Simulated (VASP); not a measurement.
Input of a VASP 6.6.1 run:

The input INCAR:

```
SYSTEM = Al2Au
PREC = Accurate
ENCUT = 600
EDIFF = 1E-7
ISMEAR = -1
SIGMA = 0.1
LREAL = .False.
LASPH = .True.
NELM = 60
ALGO = Normal
ISIF = 3
LWAVE = .False.
LCHARG = .False.
GGA = CA
IBRION = 2
NSW = 80
EDIFFG = -0.01
```

The input KPOINTS:

```
Automatic mesh
0
Gamma
  9 9 9
  0 0 0
```

The input POSCAR:

```
Al2Au
1.0
    0.0000000000      3.0000000000      3.0000000000
    3.0000000000      0.0000000000      3.0000000000
    3.0000000000      3.0000000000      0.0000000000
Al Au
2 1
Direct
    0.2500000000      0.2500000000      0.2500000000
    0.7500000000      0.7500000000      0.7500000000
    0.0000000000      0.0000000000      0.0000000000
```

Potentials or basis: VASP PAW LDA potentials, release 64 (Al, Au).

The run is started by

```bash
$ cat potpaw_LDA.64/Al/POTCAR potpaw_LDA.64/Au/POTCAR > POTCAR
$ mpirun -np 1 vasp_std > vasp.out
```

Q: Predict the relaxed volume.

A: 17.65 Å³/atom.

Q: What does it give for the space group after relaxing (to 0.05 Å)?

A: Fm-3m (No. 225).

Q: Predict the relaxed cell.

A: a = 4.215 Å, b = 4.215 Å, c = 4.215 Å, α = 60.00°, β = 60.00°, γ = 60.00°.

Step by step:
```tsv
step	energy change (eV)	largest force (eV/Å)	pressure (GPa)	volume (Å³)
1	0.0000	0.0000	-2.30	54.00
2	-0.0013	0.0000	2.26	52.01
3	-0.0077	0.0000	-0.01	52.94
```

 LDA usually gives volumes a few per cent too small.
